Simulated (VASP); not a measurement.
Write the native input for VASP 6.6.1 that does the following.

```yaml
Task: relaxation of cell and atoms
Functional: PBE
Potentials_or_basis: VASP PAW PBE potentials, release 64 (Ru_pv, C)
Cutoff: 600 eV
k_mesh: 12 × 12 × 12
Occupations: gaussian, width 0.1 eV
Spin: no spin polarisation
Dipole_correction: no
Further_INCAR_settings: ALGO = Normal; EDIFF = 1e-06; IBRION = 2; EDIFFG = -0.01; NSW = 100; ISIF = 3
```

The structure of Ru3C lies in POSCAR:

```
Ru3C
1.0
    3.6854805734      0.0000000000      0.0000000000
    0.0000000000      3.6854805734      0.0000000000
    0.0000000000      0.0000000000      3.6854805734
Ru C
3 1
Direct
    0.0000000000      0.5000000000      0.5000000000
    0.5000000000      0.0000000000      0.5000000000
    0.5000000000      0.5000000000      0.0000000000
    0.0000000000      0.0000000000      0.0000000000
```

These files were run (other wordings do the same):

INCAR

```
SYSTEM = Ru3C
PREC = Accurate
ENCUT = 600
EDIFF = 1E-6
ISMEAR = 0
SIGMA = 0.1
LREAL = .False.
LASPH = .True.
NELM = 60
ALGO = Normal
ISIF = 3
LWAVE = .False.
LCHARG = .False.
GGA = PE
IBRION = 2
NSW = 100
EDIFFG = -0.01
```

KPOINTS

```
regular mesh
0
Gamma
  12 12 12
  0 0 0
```

Potentials or basis: VASP PAW PBE potentials, release 64 (Ru_pv, C).

Launch:

```console
$ cat potpaw_PBE.64/Ru_pv/POTCAR potpaw_PBE.64/C/POTCAR > POTCAR
$ mpirun -np 1 vasp_std > vasp.out
```

Results of the run:

```yaml
Relaxed_volume: 12.49 Å³/atom
Relaxed_cell: a = 3.683 Å, b = 3.683 Å, c = 3.683 Å, α = 90.00°, β = 90.00°, γ = 90.00°
Space_group_after_relaxing_to_0.05_Å: Pm-3m (No. 221)
Energy_gained_by_relaxing: 0.0 meV/atom
Ionic_steps: 3
Pressure_after_relaxing: 0.0 GPa
Band_gap_on_the_k_mesh: zero (band 23 reaches 12.23 eV, above the bottom of band 24 at 11.23 eV)
```

Wall time 2.1 min on 1 thread of Intel(R) Xeon(R) 6975P-C (Granite Rapids), on a shared host, peak memory 0.26 GiB.
